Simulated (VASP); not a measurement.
Here is a VASP 6.6.1 calculation.

The input POSCAR:

```
CuI
1.0
    0.0000000000      3.0120290156      3.0120290156
    3.0120290156      0.0000000000      3.0120290156
    3.0120290156      3.0120290156      0.0000000000
Cu I
1 1
Direct
    0.0000000000      0.0000000000      0.0000000000
    0.2500000000      0.2500000000      0.2500000000
```

INCAR.step1

```
PREC = Accurate
ENCUT = 520
EDIFF = 1E-5
ISMEAR = 0
SIGMA = 0.01
LREAL = F
LASPH = T
NELM = 60
ALGO = Normal
ISIF = 2
LWAVE = T
NBANDS = 16
GGA = PE
```

Contents of INCAR.step2:

```
PREC = Accurate
ENCUT = 520
EDIFF = 1E-6
ISMEAR = 0
SIGMA = 0.01
LREAL = F
LASPH = T
NELM = 60
ALGO = Normal
ISIF = 2
LWAVE = F
LCHARG = T
GGA = PE
LHFCALC = T
AEXX = 0.4
HFSCREEN = 0.5
PRECFOCK = Normal
LELF = T
LVHAR = T
NBANDS = 16
ISTART = 1
```

KPOINTS

```
regular mesh
0
Gamma
  4 4 4
```

Potentials or basis: VASP PAW PBE potentials, release 64 (Cu, I).

Command:

```sh
$ cat potpaw_PBE.64/Cu/POTCAR potpaw_PBE.64/I/POTCAR > POTCAR
$ cp INCAR.step1 INCAR
$ mpirun -np 1 vasp_std > vasp.out
$ cp INCAR.step2 INCAR
$ mpirun -np 1 vasp_std > vasp.out
```

Q: Estimate the band gap on the k mesh.

A: 2.62 eV.

Q: Estimate the pressure.

A: 2.0 GPa.

Caveat: the k points lie up to 0.45 Å⁻¹ apart; the PAW data sets were made with another functional, which shifts forces and pressure a little; spin-orbit coupling is left out, which moves the levels of the heavy elements.
